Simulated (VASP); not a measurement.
# ZrAl3N4: single point with PBE

Crystal: ZrAl3N4.

```
Zr Al N
1.0
     3.33498   -4.71637    0.00000
     3.33498    4.71637    0.00000
     0.00000    0.00000    3.33498
Zr Al N
1 3 4
Direct
  0.50000 0.50000 0.50000
  0.00000 0.50000 0.00000
  0.50000 0.00000 0.00000
  0.00000 0.00000 0.50000
  0.75000 0.75000 0.00000
  0.25000 0.25000 0.00000
  0.75000 0.25000 0.50000
  0.25000 0.75000 0.50000
```

* Program: VASP 6.6.1
* Task: single point
* Functional: PBE
* Potentials or basis: VASP PAW PBE potentials, release 64 (Zr_sv, Al, N)
* Cutoff: 600 eV
* k mesh: 4 × 4 × 6
* Occupations: gaussian, width 0.1 eV
* Spin: no spin polarisation

The pressure is -33.8 GPa and the largest force is 0.940 eV/Å. The band gap on the k mesh is zero (an odd number of electrons rules out a gap without spin polarisation).

Forces on the atoms (eV/Å):
```
Zr   0.000  0.000  0.000
Al   0.000  0.000  0.000
Al   0.000  0.000  0.000
Al   0.000  0.000  0.000
N    0.940  0.000  0.000
N   -0.940  0.000  0.000
N    0.000 -0.475  0.000
N    0.000  0.475  0.000
```

Stress tensor (GPa, compression positive):
```
-32.03   0.00   0.00
  0.00 -34.30   0.00
  0.00   0.00 -35.02
```

Levels at points of the mesh, in eV from the Fermi level:
| k point | band 16 | band 17 | band 18 | band 19 | band 20 | band 21 | band 22 | band 23 | band 24 | band 25 |
| --- | --- | --- | --- | --- | --- | --- | --- | --- | --- | --- |
| (0.00, 0.00, 0.00) | -3.08 | -3.01 | -2.46 | -2.43 | -2.42 | -1.76 | -0.81 | 0.86 | 1.40 | 1.51 |
| (0.50, 0.00, 0.00) | -3.31 | -3.29 | -3.25 | -2.64 | -2.60 | 0.01 | 0.15 | 0.90 | 1.64 | 2.05 |
| (0.50, 0.50, 0.00) | -3.62 | -3.53 | -3.21 | -3.18 | -2.77 | -0.63 | 0.43 | 1.11 | 1.76 | 1.86 |
| (0.00, 0.00, 0.50) | -5.04 | -4.28 | -4.17 | -4.10 | -2.83 | 0.74 | 1.09 | 1.23 | 1.72 | 2.55 |
| (0.50, 0.00, 0.50) | -4.36 | -4.29 | -3.87 | -3.21 | -2.90 | -0.22 | 0.60 | 1.12 | 2.03 | 2.25 |
| (0.50, 0.50, 0.50) | -3.87 | -3.86 | -3.54 | -3.13 | -3.03 | -1.34 | -0.30 | -0.17 | 1.29 | 1.52 |

Run time: 94 s on 1 thread of Intel(R) Xeon(R) Platinum 8375C CPU @ 2.90GHz (Ice Lake) (shared host), peak memory 0.29 GiB.

Caveat: the cell stands under tension.
